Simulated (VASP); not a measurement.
Input of a VASP 6.6.1 run:

INCAR

```
PREC     = Accurate       # precision mode
ENCUT    = 600            # plane-wave cutoff, eV
EDIFF    = 1E-6           # SCF threshold, eV
ISMEAR   = 1              # smearing method
SIGMA    = 0.05           # smearing width, eV
LREAL    = F              # projectors in reciprocal space
LASPH    = T              # aspherical terms in the spheres
NELM     = 100            # most SCF steps
ALGO     = Normal         # electronic algorithm
ISIF     = 3              # what is computed and relaxed
LWAVE    = F              # write WAVECAR
LCHARG   = F              # write CHGCAR
GGA      = PE             # functional
IBRION   = 2              # ionic algorithm
NSW      = 80             # ionic steps
EDIFFG   = -0.01          # ionic threshold
```

KPOINTS

```
regular mesh
0
Gamma
  12 12 12
```

The input POSCAR:

```
Pt
1.0
    0.0000000000      2.8856843506      2.8856843506
    2.8856843506      0.0000000000      2.8856843506
    2.8856843506      2.8856843506      0.0000000000
Pt
2
Direct
    0.0000000000      0.0000000000      0.0000000000
    0.2500000000      0.2500000000      0.2500000000
```

Potentials or basis: VASP PAW PBE potentials, release 64 (Pt).

Command:

```sh
$ cat potpaw_PBE.64/Pt/POTCAR > POTCAR
$ mpirun -np 1 vasp_std > vasp.out
```

Question: What does it give for the space group after relaxing (to 0.05 Å)?

Answer: Fd-3m (No. 227).

Question: Estimate the band gap on the k mesh.

Answer: Zero (band 10 reaches 5.28 eV, above the bottom of band 11 at 4.67 eV).

Question: What does it give for the relaxed volume?

Answer: 23.98 Å³/atom.

Question: Estimate the relaxed cell.

Answer: a = 4.078 Å, b = 4.078 Å, c = 4.078 Å, α = 60.00°, β = 60.00°, γ = 60.00°.

Final structure:
```
Pt
1.0
     0.00000    2.88360    2.88360
     2.88360    0.00000    2.88360
     2.88360    2.88360    0.00000
Pt
2
Direct
  0.00000 0.00000 0.00000
  0.25000 0.25000 0.25000
```

Caveat: spin-orbit coupling is left out, which moves the levels of the heavy elements.
